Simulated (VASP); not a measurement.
# NaIn2 (Fd-3m) in VASP: notebook, part 2 of 2

VASP 6.6.1.

## 3. Relaxation of cell and atoms, PBE

File INCAR:

```
ALGO = Fast ; EDIFF = 1E-7
EDIFFG = -0.01 ; ENCUT = 600
GGA = PE ; IBRION = 2
ISIF = 3 ; ISMEAR = 0
LASPH = True ; LCHARG = False
LREAL = False ; LWAVE = False
NELM = 60 ; NSW = 100
PREC = Accurate ; SIGMA = 0.1
```

File KPOINTS:

```
k-points
0
Gamma
  8 8 8
```

File POSCAR:

```
NaIn2
1.0
    0.0000000000      4.4293117039      4.4293117039
    4.4293117039      0.0000000000      4.4293117039
    4.4293117039      4.4293117039      0.0000000000
Na In
2 4
Direct
    0.0000000000      0.0000000000      0.0000000000
    0.2500000000      0.2500000000      0.2500000000
    0.6250000000      0.6250000000      0.6250000000
    0.1250000000      0.6250000000      0.6250000000
    0.6250000000      0.6250000000      0.1250000000
    0.6250000000      0.1250000000      0.6250000000
```

Potentials or basis: VASP PAW PBE potentials, release 64 (Na_pv, In_d).

Command:

```
$ cat potpaw_PBE.64/Na_pv/POTCAR potpaw_PBE.64/In_d/POTCAR > POTCAR
$ mpirun -np 1 vasp_std > vasp.out
```

OUTCAR:

```text
EDIFF = 1E-7
   EDIFFG = -0.01
   ENCUT = 600
   GGA = PE
   IBRION = 2
   ISIF = 3
   ISMEAR = 0
   LASPH = True
   LREAL = False
   NELM = 60
   NSW = 100
   PREC = Accurate

 ion  position               nearest neighbor table
   1  0.000  0.000  0.000-
   2  0.250  0.250  0.250-
   3  0.625  0.625  0.625-   4 3.13   5 3.13   6 3.13   5 3.13   6 3.13   4 3.13
   4  0.125  0.625  0.625-   3 3.13   5 3.13   6 3.13   3 3.13   5 3.13   6 3.13
   5  0.625  0.625  0.125-   3 3.13   3 3.13   4 3.13   6 3.13   6 3.13   4 3.13
   6  0.625  0.125  0.625-   3 3.13   5 3.13   3 3.13   4 3.13   5 3.13   4 3.13

  LATTYP: Found a face centered cubic cell.
 ALAT       =     8.8586234078

  Lattice vectors:

 A1 = (   0.0000000000,   4.4293117039,   4.4293117039)
 A2 = (   4.4293117039,   0.0000000000,   4.4293117039)
 A3 = (   4.4293117039,   4.4293117039,   0.0000000000)

Analysis of symmetry for initial positions (statically):
=====================================================================
 Subroutine PRICEL returns:
 Original cell was already a primitive cell.

 Routine SETGRP: Setting up the symmetry group for a
 face centered cubic supercell.

 Subroutine GETGRP returns: Found 48 space group operations
 (whereof 24 operations were pure point group operations)
 out of a pool of 48 trial point group operations.

The static configuration has the point symmetry T_d .
 The point group associated with its full space group is O_h .

Analysis of symmetry for dynamics (positions and initial velocities):
=====================================================================
 Subroutine PRICEL returns:
 Original cell was already a primitive cell.

 Routine SETGRP: Setting up the symmetry group for a
 face centered cubic supercell.

 Subroutine GETGRP returns: Found 48 space group operations
[... 134 lines left out ...]
  Fermi-wavevector in a.u.,A,eV,Ry     =   1.185523  2.240313 19.122502  1.405464
  Thomas-Fermi vector in A             =   2.321715
   LORBIT       =      0    0 simple, 1 ext, 2 COOP (PROOUT), +10 PAW based schemes
   GGA     = PE    functional components
   LHFCALC =     F    Hartree Fock is set to
   AEXX    =    0.0000 exact exchange contribution
   IVDW    =     0    specifies the selected vdW correction
   LEPSILON=     F    determine dielectric tensor
   LRPA    =     F    only Hartree local field effects (RPA)
 conjugate gradient relaxation of ions
 non-spin polarized calculation
 RMM-DIIS sequential band-by-band and
 Gauss-broadening in eV      SIGMA  =   0.10
  energy-cutoff  :      600.00
  volume of cell :      173.80
 maximum number of plane-waves:      5835
   NGX = 25   NGY = 25   NGZ = 25

 number of electron      66.0000003 magnetization

 Free energy of the ion-electron system (eV)
  ---------------------------------------------------
  ext. energy  EPLUGINS =         0.00000000
  ---------------------------------------------------
  free energy    TOTEN  =       -13.39307336 eV

  energy without entropy =      -13.37076157  energy(sigma->0) =      -13.38191746

 E-fermi :   4.5326     XC(G=0):  -8.8301

 val. band max:        4.5041200808   @ k =  -0.2500   0.2500   0.0000
 cond. band min:       4.5379482529   @ k =   0.3750   0.2500   0.0000
 fundamental gap:      0.0338281721
 Fermi energy:         4.5325956855

 k-point     1 :       0.0000    0.0000    0.0000
  band No.  band energies     occupation
      1     -20.0983      2.00000
      2     -20.0982      2.00000
      3     -20.0982      2.00000
      4     -20.0907      2.00000
      5     -20.0907      2.00000
      6     -20.0907      2.00000
[... 997 lines left out ...]
     38       7.3496      0.00000
     39       8.8349      0.00000

 [... further k-points ...]

------------------------ aborting loop because EDIFF is reached ----------------------------------------

  FORCE on cell =-STRESS in cart. coord.  units (eV):
  Direction    XX          YY          ZZ          XY          YZ          ZX
  --------------------------------------------------------------------------------------
  -------------------------------------------------------------------------------------
  Total       -0.0000651     -0.0000651     -0.0000651     -0.0000000     -0.0000000      0.0000000
  in kB       -0.0006002     -0.0006002     -0.0006002     -0.0000000     -0.0000000      0.0000000
  external PRESSURE =      -0.0006002 kB  Pullay stress =       0.0000000 kB

 VOLUME and BASIS-vectors are now :
 -----------------------------------------------------------------------------
  energy-cutoff  :      600.00
  volume of cell :      173.80
      direct lattice vectors                 reciprocal lattice vectors
     0.000000000  4.429311704  4.429311704    -0.112884356  0.112884356  0.112884356
     4.429311704  0.000000000  4.429311704     0.112884356 -0.112884356  0.112884356
     4.429311704  4.429311704  0.000000000     0.112884356  0.112884356 -0.112884356

 POSITION                                       TOTAL-FORCE (eV/Angst)
 -----------------------------------------------------------------------------------
      0.00000      0.00000      0.00000        -0.000000     -0.000000     -0.000000
      2.21466      2.21466      2.21466         0.000000      0.000000      0.000000
      5.53664      5.53664      5.53664         0.000000     -0.000000      0.000000
      5.53664      3.32198      3.32198         0.000000     -0.000000      0.000000
      3.32198      3.32198      5.53664         0.000000     -0.000000      0.000000
      3.32198      5.53664      3.32198         0.000000     -0.000000      0.000000
 -----------------------------------------------------------------------------------
    total drift:                               -0.000000     -0.000000      0.000000

  FREE ENERGIE OF THE ION-ELECTRON SYSTEM (eV)
  ---------------------------------------------------
  free  energy   TOTEN  =       -13.3930733565 eV

  energy  without entropy=      -13.3707615683  energy(sigma->0) =      -13.38191746

 reached required accuracy - stopping structural energy minimisation
```

CONTCAR:

```text
NaIn2
   1.00000000000000
     0.0000000000000000    4.4293117038999998    4.4293117038999998
     4.4293117038999998    0.0000000000000000    4.4293117038999998
     4.4293117038999998    4.4293117038999998    0.0000000000000000
  Na              In
     2     4
Direct
     0.0000000000000000    0.0000000000000000    0.0000000000000000
     0.2500000000000000    0.2500000000000000    0.2500000000000000
     0.6250000000000000    0.6250000000000000    0.6250000000000000
     0.1250000000000000    0.6250000000000000    0.6250000000000000
     0.6250000000000000    0.6250000000000000    0.1250000000000000
     0.6250000000000000    0.1250000000000000    0.6250000000000000

  0.00000000E+00  0.00000000E+00  0.00000000E+00
  0.00000000E+00  0.00000000E+00  0.00000000E+00
  0.00000000E+00  0.00000000E+00  0.00000000E+00
  0.00000000E+00  0.00000000E+00  0.00000000E+00
  0.00000000E+00  0.00000000E+00  0.00000000E+00
  0.00000000E+00  0.00000000E+00  0.00000000E+00
```

Run time: 8.7 min. Hardware: 1 thread of Intel Xeon 8259CL, shared host; peak memory 0.45 GiB.

Results:

```
Free energy             : -13.3931 eV
Pressure after relaxing : 0.0 GPa
Band gap on the k mesh  : zero (bands 33 and 34 overlap by 3.92 eV)
```

Final structure:
```xyz
6
Lattice="0.0000 4.4293 4.4293 4.4293 0.0000 4.4293 4.4293 4.4293 0.0000" Properties=species:S:1:pos:R:3 pbc="T T T"
Na    0.0000    0.0000    0.0000
Na    2.2147    2.2147    2.2147
In    5.5366    5.5366    5.5366
In    5.5366    3.3220    3.3220
In    3.3220    3.3220    5.5366
In    3.3220    5.5366    3.3220
```

Levels at points of the mesh, in eV from the Fermi level:
```csv
k point,band 31,band 32,band 33,band 34,band 35,band 36
"(0.00, 0.00, 0.00)",-2.68,-1.42,-1.42,-1.42,0.26,0.26
"(0.50, 0.00, 0.00)",-2.59,-1.01,-1.01,1.76,2.21,2.21
"(0.50, 0.50, 0.00)",-2.05,-2.05,2.50,2.51,2.55,2.58
```

Caveat: the relaxation stopped at its first step, so nothing moved; spin-orbit coupling is left out, which moves the levels of the heavy elements.

The gap in the log of VASP goes by the Fermi energy; the results here count the filled bands.